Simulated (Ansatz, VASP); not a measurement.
**Ca3Mn: VASP beside Ansatz**

```xyz
4
Lattice="5.1106 0.0000 0.0000 0.0000 5.1106 0.0000 0.0000 0.0000 5.1106" Properties=species:S:1:pos:R:3 pbc="T T T"
Ca    0.0000    2.5553    2.5553
Ca    2.5553    0.0000    2.5553
Ca    2.5553    2.5553    0.0000
Mn    0.0000    0.0000    0.0000
```

Alike in both runs: functional PBE; k mesh 4 × 4 × 4; occupations gaussian, width 0.1 eV; collinear spin.

Ansatz relaxed the structure, and its values are those at the end. VASP's run is a single point on that final structure, the one shown.

```csv
,VASP,Ansatz
version,VASP 6.6.1,Ansatz 0.2.0
potentials or method,"VASP PAW PBE potentials, release 64 (Ca_sv, Mn_pv), cutoff 520 eV","scalar-relativistic, plane waves, PAW"
valence electrons in the cell,43,45
```

|  | VASP | Ansatz | Ansatz less VASP |
| --- | --- | --- | --- |
| gap on the k mesh at the Fermi level (eV) | none | none | - |
| pressure (GPa) | 0.1 | 0.1 | -0.03 |
| net moment per atom (μB) | 1.06 | 1.06 | +0.001 |
| size of the moment on the site where the two differ most (μB) | 4.14 | 4.45 | +0.309 |

Site moments also hang on the region over which each program counts them. A gap of «none» marks a metal or a gap that the smearing closes. VASP's potentials hold 43 valence electrons a cell and Ansatz's 45, so a difference there can come from the potentials and not from the codes.
